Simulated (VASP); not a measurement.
# YN (Fm-3m) in VASP: a series of runs

Runs on YN. Level: PBE. Tasks: electric field gradients, single point.

Program: VASP 6.6.1. These are calculated values, not measurements. Logs are shortened: lines on timing, memory, paths and dates and some standing lists are left out, and cuts for length are marked.

## 1. The cell of the first run

It takes space group Fm-3m (No. 225, cubic). The conventional cell has a = 4.828 Å, b = 4.828 Å, c = 4.828 Å, α = 90.00°, β = 90.00°, γ = 90.00°. Y (site symmetry m-3m) has 6 N at 2.41 Å within 3.2 Å. N (site symmetry m-3m) has 6 Y at 2.41 Å within 3.2 Å.

## 2. Electric field gradients, PBE (14.07 Å³/atom)

INCAR

```
ALGO = Normal ; EDIFF = 1E-8
ENCUT = 520 ; GGA = PE
GGA_COMPAT = F ; ISIF = 2
ISMEAR = -1 ; LASPH = T
LCHARG = F ; LEFG = T
LREAL = F ; LWAVE = F
NBANDS = 15 ; NELM = 120
PREC = Accurate ; SIGMA = 0.03
```

KPOINTS

```
k-points
0
Gamma
  9 9 9
```

POSCAR

```
YN
1.0
    0.0000000000      2.4138670027      2.4138670027
    2.4138670027      0.0000000000      2.4138670027
    2.4138670027      2.4138670027      0.0000000000
Y N
1 1
Direct
    0.0000000000      0.0000000000      0.0000000000
    0.5000000000      0.5000000000      0.5000000000
```

Potentials or basis: VASP PAW PBE potentials, release 64 (Y_sv, N).

Run with:

```sh
$ cat potpaw_PBE.64/Y_sv/POTCAR potpaw_PBE.64/N/POTCAR > POTCAR
$ mpirun -np 1 vasp_std > vasp.out
```

OUTCAR:

```text
EDIFF = 1E-8
   ENCUT = 520
   GGA = PE
   ISIF = 2
   ISMEAR = -1
   LASPH = T
   LREAL = F
   NELM = 120
   PREC = Accurate

 ion  position               nearest neighbor table
   1  0.000  0.000  0.000-   2 2.41   2 2.41   2 2.41   2 2.41   2 2.41   2 2.41
   2  0.500  0.500  0.500-   1 2.41   1 2.41   1 2.41   1 2.41   1 2.41   1 2.41

  LATTYP: Found a face centered cubic cell.
 ALAT       =     4.8277340054

  Lattice vectors:

 A1 = (   0.0000000000,   2.4138670027,   2.4138670027)
 A2 = (   2.4138670027,   0.0000000000,   2.4138670027)
 A3 = (   2.4138670027,   2.4138670027,   0.0000000000)

Analysis of symmetry for initial positions (statically):
=====================================================================
 Subroutine PRICEL returns:
 Original cell was already a primitive cell.

 Routine SETGRP: Setting up the symmetry group for a
 face centered cubic supercell.

 Subroutine GETGRP returns: Found 48 space group operations
 (whereof 48 operations were pure point group operations)
 out of a pool of 48 trial point group operations.

The static configuration has the point symmetry O_h .

Analysis of symmetry for dynamics (positions and initial velocities):
=====================================================================
 Subroutine PRICEL returns:
 Original cell was already a primitive cell.

 Routine SETGRP: Setting up the symmetry group for a
 face centered cubic supercell.

 Subroutine GETGRP returns: Found 48 space group operations
 (whereof 48 operations were pure point group operations)
 out of a pool of 48 trial point group operations.

The dynamic configuration has the point symmetry O_h .

 Subroutine INISYM returns: Found 48 space group operations
 (whereof 48 operations are pure point group operations),
 and found     1 'primitive' translations

----------------------------------------------------------------------------------------

                                     Primitive cell

  volume of cell :      28.1300

  direct lattice vectors                    reciprocal lattice vectors
     0.000000000  2.413867003  2.413867003    -0.207136516  0.207136516  0.207136516
     2.413867003  0.000000000  2.413867003     0.207136516 -0.207136516  0.207136516
     2.413867003  2.413867003  0.000000000     0.207136516  0.207136516 -0.207136516

  length of vectors
     3.413723453  3.413723453  3.413723453     0.358770969  0.358770969  0.358770969

  position of ions in fractional coordinates (direct lattice)
     0.000000000  0.000000000  0.000000000
     0.500000000  0.500000000  0.500000000

  ion indices of the primitive-cell ions
   primitive index   ion index
                 1           1
                 2           2

----------------------------------------------------------------------------------------

 KPOINTS: k-points

Automatic generation of k-mesh.
 Grid dimensions read from file:
 generate k-points for:    9    9    9

 Generating k-lattice:

  Cartesian coordinates                     Fractional coordinates (reciprocal lattice)
    -0.023015168  0.023015168  0.023015168     0.111111111  0.000000000  0.000000000
     0.023015168 -0.023015168  0.023015168     0.000000000  0.111111111  0.000000000
     0.023015168  0.023015168 -0.023015168     0.000000000  0.000000000  0.111111111

  Length of vectors
     0.039863441  0.039863441  0.039863441

  Shift w.r.t. Gamma in fractional coordinates (k-lattice)
     0.000000000  0.000000000  0.000000000

 Subroutine IBZKPT returns following result:
 ===========================================

 Found     35 irreducible k-points:

 Following reciprocal coordinates:
            Coordinates               Weight
  0.000000  0.000000  0.000000      1.000000
  0.111111  0.000000  0.000000      8.000000
  0.222222  0.000000  0.000000      8.000000
  0.333333  0.000000  0.000000      8.000000
  0.444444  0.000000  0.000000      8.000000
  0.111111  0.111111  0.000000      6.000000
[... 16 lines left out ...]
 -0.333333  0.333333  0.000000     12.000000
  0.444444  0.444444  0.000000      6.000000
 [... further k-points ...]
   k-points           NKPTS =     35   k-points in BZ     NKDIM =     35   number of bands    NBANDS=     15
   number of dos      NEDOS =    301   number of ions     NIONS =      2
   total plane-waves  NPLWV =  21952
   dimension x,y,z NGX =    28 NGY =   28 NGZ =   28
   dimension x,y,z NGXF=    56 NGYF=   56 NGZF=   56
   ions per type =               1   1
   NGX,Y,Z   is equivalent  to a cutoff of  13.64, 13.64, 13.64 a.u.
   NGXF,Y,Z  is equivalent  to a cutoff of  27.27, 27.27, 27.27 a.u.
 SYSTEM =  unknown system
   PREC   = accura    normal or accurate (medium, high low for compatibility)
   ISTART =      0    job   : 0-new  1-cont  2-samecut
   ICHARG =      2    charge: 1-file 2-atom 10-const
   ISPIN  =      1    spin polarized calculation?
   LNONCOLLINEAR =      F non collinear calculations
   LSORBIT =      F    spin-orbit coupling
   LASPH  =      T    aspherical Exc in radial PAW
   ENCUT  =  520.0 eV  38.22 Ry    6.18 a.u.   6.35  6.35  6.35*2*pi/ulx,y,z
   NELM   =    120;   NELMIN=  2; NELMDL= -5     # of ELM steps
   EDIFF  = 0.1E-07   stopping-criterion for ELM
   LREAL  =      F    real-space projection
   EDIFFG = 0.1E-06   stopping-criterion for IOM
   NSW    =      0    number of steps for IOM
   IBRION =     -1    ionic relax: 0-MD 1-quasi-New 2-CG
   NFREE  =      0    steps in history (QN), initial steepest desc. (CG)
   ISIF   =      2    stress and relaxation
   ISYM   =      2    0-nonsym 1-usesym 2-fastsym
   POTIM  = 0.5000    time-step for ionic-motion
   TEBEG  =    0.0;   TEEND  =   0.0 temperature during run
   PSTRESS=    0.0 pullay stress
   NELECT =      16.0000    total number of electrons
   NUPDOWN=      -1.0000    fix difference up-down
   EMIN   =  10.00;   EMAX   =-10.00  energy-range for DOS
   EFERMI =   0.00;   METHOD = LEGACY
   ISMEAR =    -1;   SIGMA  =   0.03  broadening in eV -4-tet -1-fermi 0-gaus
   EFERMI_NEDOS =   21; number of points for ismear=-14 and -15
   IALGO  =     38    algorithm
   IMIX   =      4    mixing-type and parameters
     AMIX     =   0.40;   BMIX     =  1.00
     AMIX_MAG =   1.60;   BMIX_MAG =  1.00
  volume/ion in A,a.u.               =      14.07        94.92
  Fermi-wavevector in a.u.,A,eV,Ry     =   1.356412  2.563246 25.032711  1.839852
  Thomas-Fermi vector in A             =   2.483417
   LORBIT       =      0    0 simple, 1 ext, 2 COOP (PROOUT), +10 PAW based schemes
   GGA     = PE    functional components
   LHFCALC =     F    Hartree Fock is set to
   AEXX    =    0.0000 exact exchange contribution
   IVDW    =     0    specifies the selected vdW correction
   LEPSILON=     F    determine dielectric tensor
   LRPA    =     F    only Hartree local field effects (RPA)
 non-spin polarized calculation
  energy-cutoff  :      520.00
  volume of cell :       28.13
 maximum number of plane-waves:       769
 NGX is ok and might be reduce to    28
   NGX = 13   NGY = 13   NGZ = 13

 number of electron      16.0000001 magnetization

 Free energy of the ion-electron system (eV)
  ---------------------------------------------------
  ext. energy  EPLUGINS =         0.00000000
  ---------------------------------------------------
  free energy    TOTEN  =       -18.19355862 eV

  energy without entropy =      -18.19342744  energy(sigma->0) =      -18.19349303

 E-fermi :   4.4643     XC(G=0): -11.4303

 val. band max:        4.3844569657   @ k =   0.0000   0.0000   0.0000
 cond. band min:       4.5658324410   @ k =   0.4444   0.4444   0.0000
 fundamental gap:      0.1813754753
 Fermi energy:         4.4642626563

 k-point     1 :       0.0000    0.0000    0.0000
  band No.  band energies     occupation
      1     -36.2875      2.00000
      2     -15.8963      2.00000
      3     -15.8963      2.00000
      4     -15.8963      2.00000
      5      -8.6263      2.00000
      6       4.3845      1.86928
      7       4.3845      1.86928
      8       4.3845      1.86927
      9       7.5815      0.00000
     10       7.5815      0.00000
     11       7.5815      0.00000
     12       8.8910      0.00000
     13       9.6565      0.00000
     14       9.6565      0.00000
     15      15.3388      0.00000
[... 397 lines left out ...]
 k-point    24 :       0.4444    0.4444    0.0000
  band No.  band energies     occupation
      1     -36.1070      2.00000
      2     -16.8418      2.00000
      3     -16.2544      2.00000
      4     -16.2544      2.00000
      5      -8.1592      2.00000
      6       2.7914      2.00000
      7       4.0089      2.00000
      8       4.0089      2.00000
      9       4.5658      0.06549
     10      11.4076      0.00000
     11      11.8821      0.00000
     12      12.5163      0.00000
     13      12.5163      0.00000
     14      14.9434      0.00000
     15      16.7287      0.00000

 [... further k-points ...]
[... 5 lines left out ...]
  --------------------------------------------------------------------------------------
  -------------------------------------------------------------------------------------
  Total        1.4617442      1.4617442      1.4617442      0.0000000      0.0000000      0.0000000
  in kB       83.2553119     83.2553119     83.2553119      0.0000000      0.0000000      0.0000000
  external PRESSURE =      83.2553119 kB  Pullay stress =       0.0000000 kB

 VOLUME and BASIS-vectors are now :
 -----------------------------------------------------------------------------
  energy-cutoff  :      520.00
  volume of cell :       28.13
      direct lattice vectors                 reciprocal lattice vectors
     0.000000000  2.413867003  2.413867003    -0.207136516  0.207136516  0.207136516
     2.413867003  0.000000000  2.413867003     0.207136516 -0.207136516  0.207136516
     2.413867003  2.413867003  0.000000000     0.207136516  0.207136516 -0.207136516

 POSITION                                       TOTAL-FORCE (eV/Angst)
 -----------------------------------------------------------------------------------
      0.00000      0.00000      0.00000        -0.000000     -0.000000      0.000000
      2.41387      2.41387      2.41387         0.000000      0.000000     -0.000000
 -----------------------------------------------------------------------------------
    total drift:                                0.000000      0.000000      0.000000

  FREE ENERGIE OF THE ION-ELECTRON SYSTEM (eV)
  ---------------------------------------------------
  free  energy   TOTEN  =       -18.1935586234 eV

  energy  without entropy=      -18.1934274407  energy(sigma->0) =      -18.19349303

 Electric field gradients (V/A^2)
---------------------------------------------------------------------
 ion       V_xx      V_yy      V_zz      V_xy      V_xz      V_yz
---------------------------------------------------------------------
   1       0.000     0.000    -0.000     0.000     0.000     0.000
   2       0.000    -0.000    -0.000    -0.001    -0.001    -0.001
---------------------------------------------------------------------

 Electric field gradients after diagonalization (V/A^2)
 (convention: |V_zz| > |V_xx| > |V_yy|)
----------------------------------------------------------------------
 ion       V_xx      V_yy      V_zz     asymmetry (V_yy - V_xx)/ V_zz
----------------------------------------------------------------------
   1      -0.000    -0.000     0.000       0.000
   2       0.001     0.001    -0.001       0.000
----------------------------------------------------------------------

           NMR quadrupolar parameters

 Cq : quadrupolar parameter    Cq=e*Q*V_zz/h
 eta: asymmetry parameters     (V_yy - V_xx)/ V_zz
 Q  : nuclear electric quadrupole moment in mb (millibarn)
----------------------------------------------------------------------
 ion       Cq(MHz)       eta       Q (mb)
----------------------------------------------------------------------
   1       0.000       0.000       1.000
   2      -0.000       0.000       1.000
----------------------------------------------------------------------
```

Run time: 33 s. Hardware: 1 thread of Intel Xeon Platinum 8488C (Sapphire Rapids), shared host; peak memory 0.18 GiB.

Results:

| Item | Value |
| --- | --- |
| Free energy | -18.1936 eV |
| Pressure | 8.3 GPa |
| Band gap on the k mesh | 0.18 eV (least direct gap 0.56 eV) |
| Largest electric field gradient by atom | zero within the noise of the run |

Levels at points of the mesh, in eV from the valence-band top:
```csv
k point,band 6,band 7,band 8,band 9,band 10,band 11
"(0.00, 0.00, 0.00)",0.00,0.00,0.00,3.20,3.20,3.20
```

Caveat: the cell stands under pressure; an odd mesh through Γ misses points on the zone boundary, where band edges can lie.

(Continued in part 2 of 3.)
